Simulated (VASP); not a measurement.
Wanted: the native input for a VASP 6.6.1 run.

* Task: single point
* Functional: PBEsol
* Potentials or basis: VASP PAW PBE potentials, release 64 (Sc_sv)
* Cutoff: 520 eV
* k mesh: 18 × 18 × 10
* Occupations: fermi-dirac, width 0.1 eV
* Spin: no spin polarisation
* Dipole correction: no
* Further INCAR settings: ALGO = Normal; EDIFF = 1e-07; NBANDS = 18

The structure of Sc lies in POSCAR:

```
Sc
1.0
    3.2310748032      0.0000000000      0.0000000000
   -1.6155374016      2.7981928611      0.0000000000
    0.0000000000      0.0000000000      5.0363568982
Sc
2
Direct
    0.3333333333      0.6666666667      0.2500000000
    0.6666666667      0.3333333333      0.7500000000
```

The input as run:

INCAR

```
SYSTEM = Sc
  PREC = Accurate
  ENCUT = 520
  EDIFF = 1E-7
  ISMEAR = -1
  SIGMA = 0.1
  LREAL = .False.
  LASPH = .True.
  NELM = 100
  ALGO = Normal
  ISIF = 2
  LWAVE = .False.
  LCHARG = .False.
  GGA = PS
  NBANDS = 18
```

KPOINTS

```
Automatic mesh
0
Gamma
  18 18 10
  0 0 0
```

Potentials or basis: VASP PAW PBE potentials, release 64 (Sc_sv).

Launch:

```bash
$ cat potpaw_PBE.64/Sc_sv/POTCAR > POTCAR
$ mpirun -np 1 vasp_std > vasp.out
```

It gave:

The pressure is 2.5 GPa and the band gap on the k mesh is zero (bands 11 and 12 overlap by 1.64 eV).

Caveat: the PAW data sets were made with another functional, which shifts forces and pressure a little.

Wall time 94 s on 1 thread of AMD EPYC 9R45 96-Core Processor (Zen 5), on a shared host, peak memory 0.24 GiB.
